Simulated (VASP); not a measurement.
## ZnO: single point with r2SCAN

Crystal: ZnO.

```
CELL_PARAMETERS angstrom
3.22162 0.00000 0.00000
-1.61081 2.79000 0.00000
0.00000 0.00000 5.18715
ATOMIC_POSITIONS crystal
Zn 0.33333 0.66667 0.49963
Zn 0.66667 0.33333 0.99963
O 0.66667 0.33333 0.37938
O 0.33333 0.66667 0.87938
```

* Program: VASP 6.6.1
* Task: single point
* Functional: r2SCAN
* Potentials or basis: VASP PAW PBE potentials, release 64 (Zn, O)
* Cutoff: 520 eV
* k mesh: 8 × 8 × 4
* Occupations: gaussian, width 0.01 eV
* Spin: no spin polarisation
* Dipole correction: no
* Further INCAR settings: ALGO = Normal; EDIFF = 1e-06; NBANDS = 26

The pressure is 3.1 GPa and the largest force is 0.004 eV/Å. The band gap on the k mesh is 1.26 eV, direct.

Forces in eV/Å, atoms in the order of the input:
```
Zn   0.000  0.000 -0.004
Zn   0.000  0.000 -0.004
O    0.000  0.000  0.004
O    0.000  0.000  0.004
```

Stress tensor (GPa, compression positive):
```
3.07 0.00 0.00
0.00 3.07 0.00
0.00 0.00 3.24
```

Levels at points of the mesh, in eV from the valence-band top:
```csv
k point,band 14,band 15,band 16,band 17,band 18,band 19,band 20,band 21,band 22,band 23
"(0.00, 0.00, 0.00)",-0.83,-0.83,-0.10,0.00,0.00,1.26,5.92,8.88,13.79,13.79
"(0.50, 0.00, 0.00)",-3.64,-2.91,-2.38,-1.33,-0.89,6.49,7.38,8.10,9.41,11.46
"(0.00, 0.00, 0.50)",-2.25,-0.41,-0.41,-0.41,-0.41,3.97,3.97,10.89,10.89,14.10
"(0.50, 0.00, 0.50)",-3.82,-1.59,-1.59,-1.44,-1.44,6.27,6.27,9.26,9.26,12.06
```

Run time: 83 s on 1 thread of Intel(R) Xeon(R) Platinum 8559C (Emerald Rapids), with other jobs on the host, peak memory 0.17 GiB.

Caveat: the PAW data sets were made with another functional, which shifts forces and pressure a little. r2SCAN opens gaps a little over a GGA but as a rule still falls short of measured ones.
